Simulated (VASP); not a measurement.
A run of VASP 6.6.1 is set up as follows.

File INCAR:

```
SYSTEM = ZnSe
ALGO = Normal
EDIFF = 1E-6
ENCUT = 520
GGA = PS
ISIF = 2
ISMEAR = -1
IVDW = 12
LASPH = .True.
LCHARG = .False.
LREAL = .False.
LWAVE = .False.
NBANDS = 16
NELM = 80
PREC = Accurate
SIGMA = 0.05
```

File KPOINTS:

```
k-points
0
Gamma
  8 8 8
  0 0 0
```

The input POSCAR:

```
ZnSe
1.0
    0.0000000000      2.8710911185      2.8710911185
    2.8710911185      0.0000000000      2.8710911185
    2.8710911185      2.8710911185      0.0000000000
Se Zn
1 1
Direct
    0.7500000000      0.7500000000      0.7500000000
    0.0000000000      0.0000000000      0.0000000000
```

Potentials or basis: VASP PAW PBE potentials, release 64 (Se, Zn).

Command:

```sh
$ cat potpaw_PBE.64/Se/POTCAR potpaw_PBE.64/Zn/POTCAR > POTCAR
$ mpirun -np 1 vasp_std > vasp.out
```

(1) What does it give for the dispersion energy per atom?

(2) Predict the pressure.

Answers

(1) -0.274 eV.

(2) -4.9 GPa.

Caveat: the PAW data sets were made with another functional, which shifts forces and pressure a little.
